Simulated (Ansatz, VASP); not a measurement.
## One calculation of V3F, two programs

Contents of INCAR:

```
PREC     = Accurate       # precision mode
ENCUT    = 600            # plane-wave cutoff, eV
EDIFF    = 1E-6           # SCF threshold, eV
ISMEAR   = 0              # smearing method
SIGMA    = 0.1            # smearing width, eV
LREAL    = F              # projectors in reciprocal space
LASPH    = T              # aspherical terms in the spheres
NELM     = 80             # most SCF steps
ALGO     = Fast           # electronic algorithm
ISIF     = 3              # what is computed and relaxed
LWAVE    = F              # write WAVECAR
LCHARG   = F              # write CHGCAR
GGA      = PE             # functional
IBRION   = 2              # ionic algorithm
NSW      = 100            # ionic steps
EDIFFG   = -0.01          # ionic threshold
```

Contents of KPOINTS:

```
regular mesh
0
Gamma
  12 12 12
```

Contents of POSCAR:

```
V3F
1.0
    3.7158414505      0.0000000000      0.0000000000
    0.0000000000      3.7158414505      0.0000000000
    0.0000000000      0.0000000000      3.7158414505
V F
3 1
Direct
    0.0000000000      0.5000000000      0.5000000000
    0.5000000000      0.0000000000      0.5000000000
    0.5000000000      0.5000000000      0.0000000000
    0.0000000000      0.0000000000      0.0000000000
```

Input for Ansatz:

```yaml
crystal:
  lattice:
    - [3.7158414505, 0.0, 0.0]
    - [0.0, 3.7158414505, 0.0]
    - [0.0, 0.0, 3.7158414505]
  atoms:
    - { symbol: V, position: [0.0, 0.5, 0.5] }
    - { symbol: V, position: [0.5, 0.0, 0.5] }
    - { symbol: V, position: [0.5, 0.5, 0.0] }
    - { symbol: F, position: [0.0, 0.0, 0.0] }
basis:
  ecutwfc: 420
kpoints:
  mp_grid: { grid: [12, 12, 12] }
hamiltonian:
  xc: pbe
scf:
  occupations: { method: gaussian, width: 0.1 }
output:
  forces: true
  stress: true
  eigenvalues: true
relax:
  adjacent_minimum: "off"
  f_tol: 0.01
  max_steps: 80
  cell: { stress_tol: 0.05 }
```

Alike in both runs: task relaxation of cell and atoms; functional PBE; k mesh 12 × 12 × 12; occupations gaussian, width 0.1 eV; no spin polarisation.

```csv
,VASP,Ansatz
version,VASP 6.6.1,Ansatz 0.2.0
potentials or method,"VASP PAW PBE potentials, release 64 (V_sv, F), cutoff 600 eV","scalar-relativistic, plane waves, PAW"
valence electrons in the cell,46,46
```

VASP gave:

| Property | Result |
| --- | --- |
| gap on the k mesh at the Fermi level, each at its own relaxed structure (eV) | none |
| relaxed volume (Å³/atom) | 12.85 |
| relaxed length of the cell vector where the two differ most in proportion (Å) | 3.718 |

Problem. Estimate Ansatz's values.

Solution. gap on the k mesh at the Fermi level, each at its own relaxed structure (eV): none; relaxed volume (Å³/atom): 12.84; relaxed length of the cell vector where the two differ most in proportion (Å): 3.717.

A gap of «none» marks a metal or a gap that the smearing closes.
